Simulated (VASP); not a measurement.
# Li27H26 (a cell with a defect) in VASP: electric field gradients with PBE

Aim: the electric field gradients of Li27H26 (a cell with a defect) with PBE.

All numbers are computed with VASP 6.6.1; they aren't measurements. Logs are shortened: lines on timing, memory, paths and dates and some standing lists are left out, and cuts for length are marked.

**1. The cell of the first run**

The cell holds a defect, 53 atoms: a = 8.522 Å, b = 8.522 Å, c = 8.522 Å, α = 60.00°, β = 60.00°, γ = 60.00°.

**2. Electric field gradients, PBE**

Contents of INCAR:

```
PREC     = Accurate       # precision mode
ENCUT    = 520            # plane-wave cutoff, eV
EDIFF    = 1E-8           # SCF threshold, eV
ISMEAR   = -1             # smearing method
SIGMA    = 0.01           # smearing width, eV
LREAL    = Auto         
LASPH    = T              # aspherical terms in the spheres
NELM     = 100            # most SCF steps
ALGO     = Normal         # electronic algorithm
ISIF     = 2              # what is computed and relaxed
LWAVE    = F              # write WAVECAR
LCHARG   = F              # write CHGCAR
GGA      = PE             # functional
LEFG     = T            
NELECT   = 106.0        
NBANDS   = 86             # bands
```

Contents of KPOINTS:

```
Automatic mesh
0
Gamma
  3 3 3
```

Contents of POSCAR:

```
Li27H26
1.0
    0.0000000000      6.0258581757      6.0258581757
    6.0258581757      0.0000000000      6.0258581757
    6.0258581757      6.0258581757      0.0000000000
Li H
27 26
Direct
    0.0000000000      0.0000000000      0.0000000000
    0.0000000000      0.0000000000      0.3333333333
    0.0000000000      0.0000000000      0.6666666667
    0.0000000000      0.3333333333      0.0000000000
    0.0000000000      0.3333333333      0.3333333333
    0.0000000000      0.3333333333      0.6666666667
    0.0000000000      0.6666666667      0.0000000000
    0.0000000000      0.6666666667      0.3333333333
    0.0000000000      0.6666666667      0.6666666667
    0.3333333333      0.0000000000      0.0000000000
    0.3333333333      0.0000000000      0.3333333333
    0.3333333333      0.0000000000      0.6666666667
    0.3333333333      0.3333333333      0.0000000000
    0.3333333333      0.3333333333      0.3333333333
    0.3333333333      0.3333333333      0.6666666667
    0.3333333333      0.6666666667      0.0000000000
    0.3333333333      0.6666666667      0.3333333333
    0.3333333333      0.6666666667      0.6666666667
    0.6666666667      0.0000000000      0.0000000000
    0.6666666667      0.0000000000      0.3333333333
    0.6666666667      0.0000000000      0.6666666667
    0.6666666667      0.3333333333      0.0000000000
    0.6666666667      0.3333333333      0.3333333333
    0.6666666667      0.3333333333      0.6666666667
    0.6666666667      0.6666666667      0.0000000000
    0.6666666667      0.6666666667      0.3333333333
    0.6666666667      0.6666666667      0.6666666667
    0.1666666667      0.1666666667      0.5000000000
    0.1666666667      0.1666666667      0.8333333333
    0.1666666667      0.5000000000      0.1666666667
    0.1666666667      0.5000000000      0.5000000000
    0.1666666667      0.5000000000      0.8333333333
    0.1666666667      0.8333333333      0.1666666667
    0.1666666667      0.8333333333      0.5000000000
    0.1666666667      0.8333333333      0.8333333333
    0.5000000000      0.1666666667      0.1666666667
    0.5000000000      0.1666666667      0.5000000000
    0.5000000000      0.1666666667      0.8333333333
    0.5000000000      0.5000000000      0.1666666667
    0.5000000000      0.5000000000      0.5000000000
    0.5000000000      0.5000000000      0.8333333333
    0.5000000000      0.8333333333      0.1666666667
    0.5000000000      0.8333333333      0.5000000000
    0.5000000000      0.8333333333      0.8333333333
    0.8333333333      0.1666666667      0.1666666667
    0.8333333333      0.1666666667      0.5000000000
    0.8333333333      0.1666666667      0.8333333333
    0.8333333333      0.5000000000      0.1666666667
    0.8333333333      0.5000000000      0.5000000000
    0.8333333333      0.5000000000      0.8333333333
    0.8333333333      0.8333333333      0.1666666667
    0.8333333333      0.8333333333      0.5000000000
    0.8333333333      0.8333333333      0.8333333333
```

Potentials or basis: VASP PAW PBE potentials, release 64 (Li_sv, H).

Launch:

```bash
> cat potpaw_PBE.64/Li_sv/POTCAR potpaw_PBE.64/H/POTCAR > POTCAR
> mpirun -np 1 vasp_std > vasp.out
```

OUTCAR:

```text
PREC = Accurate
   ENCUT = 520
   EDIFF = 1E-8
   ISMEAR = -1
   LREAL = Auto
   LASPH = T
   NELM = 100
   ISIF = 2
   GGA = PE
   NELECT = 106.0

 ion  position               nearest neighbor table
   1  0.000  0.000  0.000-
   2  0.000  0.000  0.333-
   3  0.000  0.000  0.667-
   4  0.000  0.333  0.000-
   5  0.000  0.333  0.333-
   6  0.000  0.333  0.667-
[... 45 lines left out ...]
  52  0.833  0.833  0.500-
  53  0.833  0.833  0.833-

  LATTYP: Found a face centered cubic cell.
 ALAT       =    12.0517163514

  Lattice vectors:

 A1 = (   0.0000000000,   6.0258581757,   6.0258581757)
 A2 = (   6.0258581757,   0.0000000000,   6.0258581757)
 A3 = (   6.0258581757,   6.0258581757,   0.0000000000)

Analysis of symmetry for initial positions (statically):
=====================================================================
 Subroutine PRICEL returns:
 Original cell was already a primitive cell.

 Routine SETGRP: Setting up the symmetry group for a
 face centered cubic supercell.

 Subroutine GETGRP returns: Found 48 space group operations
 (whereof  6 operations were pure point group operations)
 out of a pool of 48 trial point group operations.

The static configuration has the point symmetry C_3v.
 The point group associated with its full space group is O_h .

Analysis of symmetry for dynamics (positions and initial velocities):
=====================================================================
 Subroutine PRICEL returns:
 Original cell was already a primitive cell.

 Routine SETGRP: Setting up the symmetry group for a
 face centered cubic supercell.

 Subroutine GETGRP returns: Found 48 space group operations
 (whereof  6 operations were pure point group operations)
 out of a pool of 48 trial point group operations.

The dynamic configuration has the point symmetry C_3v.
 The point group associated with its full space group is O_h .

 Subroutine INISYM returns: Found 48 space group operations
 (whereof  6 operations are pure point group operations),
 and found     1 'primitive' translations

----------------------------------------------------------------------------------------

                                     Primitive cell

  volume of cell :     437.6095

  direct lattice vectors                    reciprocal lattice vectors
     0.000000000  6.025858176  6.025858176    -0.082975733  0.082975733  0.082975733
     6.025858176  0.000000000  6.025858176     0.082975733 -0.082975733  0.082975733
     6.025858176  6.025858176  0.000000000     0.082975733  0.082975733 -0.082975733

  length of vectors
     8.521850357  8.521850357  8.521850357     0.143718186  0.143718186  0.143718186

  position of ions in fractional coordinates (direct lattice)
     0.000000000  0.000000000  0.000000000
     0.000000000  0.000000000  0.333333333
     0.000000000  0.000000000  0.666666667
     0.000000000  0.333333333  0.000000000
     0.000000000  0.333333333  0.333333333
     0.000000000  0.333333333  0.666666667
[... 45 lines left out ...]
     0.833333333  0.833333333  0.500000000
     0.833333333  0.833333333  0.833333333

  ion indices of the primitive-cell ions
   primitive index   ion index
                 1           1
                 2           2
                 3           3
                 4           4
                 5           5
                 6           6
[... 45 lines left out ...]
                52          52
                53          53

[... 53 lines left out ...]
   NSW    =      0    number of steps for IOM
   IBRION =     -1    ionic relax: 0-MD 1-quasi-New 2-CG
   NFREE  =      0    steps in history (QN), initial steepest desc. (CG)
   ISIF   =      2    stress and relaxation
   ISYM   =      2    0-nonsym 1-usesym 2-fastsym
   POTIM  = 0.5000    time-step for ionic-motion
   TEBEG  =    0.0;   TEEND  =   0.0 temperature during run
   PSTRESS=    0.0 pullay stress
   NELECT =     106.0000    total number of electrons
   NUPDOWN=      -1.0000    fix difference up-down
   EMIN   =  10.00;   EMAX   =-10.00  energy-range for DOS
   EFERMI =   0.00;   METHOD = LEGACY
   ISMEAR =    -1;   SIGMA  =   0.01  broadening in eV -4-tet -1-fermi 0-gaus
   EFERMI_NEDOS =   21; number of points for ismear=-14 and -15
   IALGO  =     38    algorithm
   IMIX   =      4    mixing-type and parameters
     AMIX     =   0.40;   BMIX     =  1.00
     AMIX_MAG =   1.60;   BMIX_MAG =  1.00
  volume/ion in A,a.u.               =       8.26        55.72
  Fermi-wavevector in a.u.,A,eV,Ry     =   1.020504  1.928472 14.169483  1.041428
  Thomas-Fermi vector in A             =   2.154077
   LORBIT       =      0    0 simple, 1 ext, 2 COOP (PROOUT), +10 PAW based schemes
   GGA     = PE    functional components
[... 5 lines left out ...]
 non-spin polarized calculation
  energy-cutoff  :      520.00
  volume of cell :      437.61
 maximum number of plane-waves:     11806
   NGX = 31   NGY = 31   NGZ = 31

 number of electron     106.0000002 magnetization

 Free energy of the ion-electron system (eV)
  ---------------------------------------------------
  ext. energy  EPLUGINS =         0.00000000
  ---------------------------------------------------
  free energy    TOTEN  =      -162.24081130 eV

  energy without entropy =     -162.24081130  energy(sigma->0) =     -162.24081130

 E-fermi :   0.2887     XC(G=0):  -8.3927

 val. band max:       -0.0177885605   @ k =  -0.3333   0.3333   0.0000
 cond. band min:       1.6398653877   @ k =   0.3333   0.0000   0.0000
 fundamental gap:      1.6576539482
 Fermi energy:         0.2886635868

 k-point     1 :       0.0000    0.0000    0.0000
  band No.  band energies     occupation
      1     -44.6676      2.00000
      2     -44.6525      2.00000
      3     -44.6525      2.00000
      4     -44.6525      2.00000
      5     -44.6451      2.00000
      6     -44.6451      2.00000
[... 261 lines left out ...]
     64       5.5373      0.00000
     65       5.5642      0.00000
 [bands above 65 left out]

------------------------ aborting loop because EDIFF is reached ----------------------------------------

  FORCE on cell =-STRESS in cart. coord.  units (eV):
  Direction    XX          YY          ZZ          XY          YZ          ZX
  --------------------------------------------------------------------------------------
  -------------------------------------------------------------------------------------
  Total       -5.3118878     -5.3118878     -5.3118878      0.0000000      0.0000000     -0.0000000
  in kB      -19.4479023    -19.4479023    -19.4479023      0.0000000      0.0000000     -0.0000000
  external PRESSURE =     -19.4479023 kB  Pullay stress =       0.0000000 kB

 VOLUME and BASIS-vectors are now :
 -----------------------------------------------------------------------------
  energy-cutoff  :      520.00
  volume of cell :      437.61
      direct lattice vectors                 reciprocal lattice vectors
     0.000000000  6.025858176  6.025858176    -0.082975733  0.082975733  0.082975733
     6.025858176  0.000000000  6.025858176     0.082975733 -0.082975733  0.082975733
     6.025858176  6.025858176  0.000000000     0.082975733  0.082975733 -0.082975733

 POSITION                                       TOTAL-FORCE (eV/Angst)
 -----------------------------------------------------------------------------------
      0.00000      0.00000      0.00000        -0.043387     -0.043387     -0.043387
      2.00862      2.00862      0.00000        -0.000000     -0.000000     -0.972596
      4.01724      4.01724      0.00000         0.043387      0.043387     -0.043387
      2.00862      0.00000      2.00862        -0.000000     -0.972596     -0.000000
      4.01724      2.00862      2.00862         0.972596     -0.000000     -0.000000
      6.02586      4.01724      2.00862         0.054114     -0.054114     -0.000000
[... 45 lines left out ...]
      8.03448      8.03448     10.04310        -0.000000     -0.000000      0.126721
     10.04310     10.04310     10.04310        -0.002563     -0.002563     -0.002563
 -----------------------------------------------------------------------------------
    total drift:                                0.000004      0.000004      0.000003

  FREE ENERGIE OF THE ION-ELECTRON SYSTEM (eV)
  ---------------------------------------------------
  free  energy   TOTEN  =      -162.2408112976 eV

  energy  without entropy=     -162.2408112976  energy(sigma->0) =     -162.24081130

 Electric field gradients (V/A^2)
---------------------------------------------------------------------
 ion       V_xx      V_yy      V_zz      V_xy      V_xz      V_yz
---------------------------------------------------------------------
   1       0.000    -0.000    -0.000     0.017     0.017     0.017
   2      -0.802    -0.802     1.603     0.007     0.003     0.003
   3      -0.001    -0.001     0.001     0.017    -0.007    -0.007
   4      -0.802     1.603    -0.802     0.003     0.007     0.003
   5       1.599    -0.800    -0.800     0.004     0.004    -0.000
   6       0.101     0.106    -0.206    -0.071     0.005    -0.000
[... 45 lines left out ...]
  52      -0.006    -0.006     0.013     0.000    -0.001    -0.001
  53       0.000    -0.000    -0.000    -0.000    -0.000    -0.000
---------------------------------------------------------------------

 Electric field gradients after diagonalization (V/A^2)
 (convention: |V_zz| > |V_xx| > |V_yy|)
----------------------------------------------------------------------
 ion       V_xx      V_yy      V_zz     asymmetry (V_yy - V_xx)/ V_zz
----------------------------------------------------------------------
   1      -0.017    -0.017     0.034       0.000
   2      -0.808    -0.795     1.603       0.009
   3      -0.018    -0.004     0.022       0.645
   4      -0.808    -0.795     1.603       0.009
   5      -0.800    -0.799     1.599       0.000
   6       0.174     0.033    -0.206       0.684
[... 45 lines left out ...]
  52      -0.006    -0.006     0.013       0.003
  53       0.000     0.000    -0.001       0.000
----------------------------------------------------------------------

           NMR quadrupolar parameters

 Cq : quadrupolar parameter    Cq=e*Q*V_zz/h
 eta: asymmetry parameters     (V_yy - V_xx)/ V_zz
 Q  : nuclear electric quadrupole moment in mb (millibarn)
----------------------------------------------------------------------
 ion       Cq(MHz)       eta       Q (mb)
----------------------------------------------------------------------
   1       0.000       0.000       1.000
   2       0.004       0.009       1.000
   3       0.000       0.645       1.000
   4       0.004       0.009       1.000
   5       0.004       0.000       1.000
   6      -0.000       0.684       1.000
[... 45 lines left out ...]
  52       0.000       0.003       1.000
  53      -0.000       0.000       1.000
----------------------------------------------------------------------
```

Wall time 14 min (1 thread of Intel Xeon 6975P-C, shared host); peak memory 0.57 GiB.

Results:

```yaml
Free_energy: -162.2408 eV
Largest_force: 0.973 eV/Å
```

Forces in eV/Å, atoms in the order of the input:
```
Li  -0.043 -0.043 -0.043
Li   0.000  0.000 -0.973
Li   0.043  0.043 -0.043
Li   0.000 -0.973  0.000
Li   0.973  0.000  0.000
Li   0.054 -0.054  0.000
Li   0.043 -0.043  0.043
Li   0.054  0.000 -0.054
Li   0.000 -0.054 -0.054
Li  -0.973  0.000  0.000
Li   0.000  0.973  0.000
Li  -0.054  0.054  0.000
Li   0.000  0.000  0.973
Li   0.043  0.043  0.043
Li  -0.043 -0.043  0.043
Li  -0.054  0.000  0.054
Li  -0.043  0.043 -0.043
Li   0.000  0.054  0.054
Li  -0.043  0.043  0.043
Li   0.000  0.054 -0.054
Li  -0.054  0.000 -0.054
Li   0.000 -0.054  0.054
Li   0.043 -0.043 -0.043
Li   0.054  0.000  0.054
Li  -0.054 -0.054  0.000
Li   0.054  0.054  0.000
Li   0.000  0.000  0.000
H   -0.223 -0.223  0.000
H    0.223  0.223  0.000
H   -0.223  0.000 -0.223
H    0.003 -0.003 -0.003
H    0.000  0.223 -0.223
H    0.223  0.000  0.223
H    0.000 -0.223  0.223
H   -0.003  0.003  0.003
H    0.000 -0.223 -0.223
H   -0.003  0.003 -0.003
H    0.223  0.000 -0.223
H   -0.003 -0.003  0.003
H    0.003  0.003  0.003
H    0.000  0.000 -0.127
H    0.223 -0.223  0.000
H    0.000 -0.127  0.000
H    0.127  0.000  0.000
H    0.000  0.223  0.223
H   -0.223  0.000  0.223
H    0.003 -0.003  0.003
H   -0.223  0.223  0.000
H   -0.127  0.000  0.000
H    0.000  0.127  0.000
H    0.003  0.003 -0.003
H    0.000  0.000  0.127
H   -0.003 -0.003 -0.003
```

Electric field gradients, principal values (V/Å²):
```csv
atom,least,middle,greatest (by size)
1 Li,-0.017,-0.017,0.034
2 Li,-0.795,-0.808,1.603
3 Li,-0.004,-0.018,0.022
4 Li,-0.795,-0.808,1.603
5 Li,-0.799,-0.800,1.599
6 Li,0.033,0.174,-0.206
7 Li,-0.004,-0.018,0.022
8 Li,0.033,0.174,-0.206
9 Li,0.030,0.180,-0.210
10 Li,-0.795,-0.808,1.603
11 Li,-0.799,-0.800,1.599
12 Li,0.033,0.174,-0.206
13 Li,-0.799,-0.800,1.599
14 Li,-0.012,-0.012,0.024
15 Li,-0.007,-0.013,0.020
16 Li,0.033,0.174,-0.206
17 Li,-0.007,-0.013,0.020
18 Li,0.026,0.181,-0.207
19 Li,-0.004,-0.018,0.022
20 Li,0.033,0.174,-0.206
21 Li,0.030,0.180,-0.210
22 Li,0.033,0.174,-0.206
23 Li,-0.007,-0.013,0.020
24 Li,0.026,0.181,-0.207
25 Li,0.030,0.180,-0.210
26 Li,0.026,0.181,-0.207
27 Li,-0.001,-0.001,0.003
28 H,-0.001,-0.013,0.014
29 H,-0.001,-0.014,0.014
30 H,-0.001,-0.013,0.014
31 H,0.000,-0.001,0.001
32 H,0.000,-0.014,0.014
33 H,-0.001,-0.014,0.014
34 H,0.000,-0.014,0.014
35 H,0.000,0.000,0.000
36 H,-0.001,-0.013,0.014
37 H,0.000,-0.001,0.001
38 H,0.000,-0.014,0.014
39 H,0.000,-0.001,0.001
40 H,0.001,0.001,-0.002
41 H,-0.005,-0.007,0.012
42 H,0.000,-0.014,0.014
43 H,-0.005,-0.007,0.012
44 H,-0.006,-0.006,0.013
45 H,-0.001,-0.014,0.014
46 H,0.000,-0.014,0.014
47 H,0.000,0.000,0.000
48 H,0.000,-0.014,0.014
49 H,-0.005,-0.007,0.012
50 H,-0.006,-0.006,0.013
51 H,0.000,0.000,0.000
52 H,-0.006,-0.006,0.013
53 H,0.000,0.000,-0.001
```

Caveat: the cell carries a net charge on a neutralising background, which shifts energy and pressure; the cell is charged against a uniform background, so pressure and absolute levels hang on convention; the cutoff is under 1.25 times the usual one of these potentials, so pressure, stress and relaxed cells hold a basis-set (Pulay) error; without QUAD_EFG the Cq values of the log hold for a quadrupole moment of 1 mb, not for the nuclei.
